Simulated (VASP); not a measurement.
Pd:

```
CELL_PARAMETERS angstrom
2.51410 0.00000 0.00000
0.00000 2.51410 0.00000
0.00000 0.00000 2.51410
ATOMIC_POSITIONS crystal
Pd 0.00000 0.00000 0.00000
```

This isn't the form of Pd at room conditions, which is fcc.

```yaml
Program: VASP 6.6.1
Task: relaxation of cell and atoms
Functional: PBEsol
Potentials_or_basis: VASP PAW PBE potentials, release 64 (Pd_sv_GW)
Cutoff: 630 eV
k_mesh: 12 × 12 × 12
Occupations: fermi-dirac, width 0.1 eV
Spin: no spin polarisation
```

At the start: pressure 10.5 GPa; volume 15.89 Å³/atom.

Where does the relaxation end?

Over 4 steps the energy falls by 29.0 meV/atom and the volume is 16.83 Å³/atom (+5.9 %); space group Pm-3m (No. 221, to 0.1 Å) before and after.

The path:
```
step  energy change (eV)  largest force (eV/Å)  pressure (GPa)  volume (Å³)
   1              0.0000                0.0000           10.46        15.89
   2              0.0318                0.0000          -11.34        18.40
   3             -0.0289                0.0000           -0.21        16.85
   4             -0.0290                0.0000           -0.02        16.83
```

Final structure:
```cif
data_structure
_symmetry_space_group_name_H-M 'P 1'
_symmetry_Int_Tables_number 1
_cell_length_a 2.5627
_cell_length_b 2.5627
_cell_length_c 2.5627
_cell_angle_alpha 90.000
_cell_angle_beta 90.000
_cell_angle_gamma 90.000
_cell_volume 16.83
loop_
_atom_site_label
_atom_site_type_symbol
_atom_site_fract_x
_atom_site_fract_y
_atom_site_fract_z
_atom_site_occupancy
Pd1 Pd 0.00000 0.00000 0.00000 1
```

Caveat: the PAW data sets were made with another functional, which shifts forces and pressure a little.
